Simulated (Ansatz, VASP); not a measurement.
SiC16: VASP beside Ansatz

```
C Si
1.0
     4.92987    0.00000    0.00000
     0.00000    4.42243    0.00000
     0.00000    0.00000   22.69375
C Si
16 1
Direct
  0.25000 0.41553 0.17626
  0.75000 0.41553 0.17626
  0.00000 0.51956 0.20018
  0.50000 0.51956 0.20018
  0.00000 0.72722 0.24809
  0.50000 0.72722 0.24809
  0.25000 0.83125 0.27201
  0.75000 0.83125 0.27201
  0.25000 0.04421 0.31987
  0.75000 0.04421 0.31987
  0.00000 0.15008 0.34260
  0.50000 0.15008 0.34260
  0.00000 0.37798 0.39006
  0.50000 0.37798 0.39006
  0.25000 0.47642 0.40953
  0.75000 0.47642 0.40953
  0.50000 0.30975 0.53291
```

Alike in both runs: task single point; functional PBE; dispersion D3(BJ); k mesh 6 × 6 × 1; occupations gaussian, width 0.05 eV; collinear spin.

|  | VASP | Ansatz |
| --- | --- | --- |
| version | VASP 6.6.1 | Ansatz 0.2.0 |
| potentials or method | VASP PAW PBE potentials, release 64 (C, Si), cutoff 520 eV | scalar-relativistic, plane waves, PAW |
| valence electrons in the cell | 68 | 68 |

VASP gave:

| Item | Value |
| --- | --- |
| gap on the k mesh at the Fermi level (eV) | none |
| rms of the force components (eV/Å) | 1.028 |
| net moment per atom (μB) | 0.03 |
| size of the moment on the site where the two differ most (μB) | 0.09 |
| work function, face that differs most (eV) | 6.24 |

Which values does Ansatz return?

gap on the k mesh at the Fermi level (eV): none; rms of the force components (eV/Å): 1.050; net moment per atom (μB): 0.13; size of the moment on the site where the two differ most (μB): 0.79; work function, face that differs most (eV): 4.78.

Site moments also hang on the region over which each program counts them. Atom by atom the forces differ by 0.148 eV/Å (rms over components). A gap of «none» marks a metal or a gap that the smearing closes.
